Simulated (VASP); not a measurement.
The system is LiBr.

```
CELL_PARAMETERS angstrom
2.75065 2.75065 0.00000
-2.75065 2.75065 0.00000
0.00000 2.75065 2.75065
ATOMIC_POSITIONS crystal
Li 0.00000 0.00000 0.00000
Br 0.50000 0.50000 0.00000
```

* Program: VASP 6.6.1
* Task: relaxation of cell and atoms
* Functional: PBEsol
* Potentials or basis: VASP PAW PBE potentials, release 64 (Li_sv, Br)
* Cutoff: 750 eV
* k mesh: 12 × 12 × 12
* Occupations: fermi-dirac, width 0.1 eV
* Spin: no spin polarisation

At the start: pressure -1.3 GPa; volume 20.81 Å³/atom.

Problem. How do energy, volume and symmetry change on relaxing?

Solution. Over 4 steps the energy falls by 4.4 meV/atom and the volume is 19.79 Å³/atom (-4.9 %); space group Fm-3m (No. 225, to 0.1 Å) before and after.

Step by step:
```tsv
step	energy change (eV)	largest force (eV/Å)	pressure (GPa)	volume (Å³)
1	0.0000	0.0000	-1.31	41.62
2	-0.0065	0.0000	-0.70	40.60
3	-0.0088	0.0000	-0.03	39.63
4	-0.0088	0.0000	0.00	39.58
```

Final structure:
```xyz
2
Lattice="2.7048 2.7048 0.0000 -2.7048 2.7048 0.0000 0.0000 2.7048 2.7048" Properties=species:S:1:pos:R:3 pbc="T T T"
Li    0.0000    0.0000    0.0000
Br    0.0000    2.7048    0.0000
```

Caveat: the PAW data sets were made with another functional, which shifts forces and pressure a little.
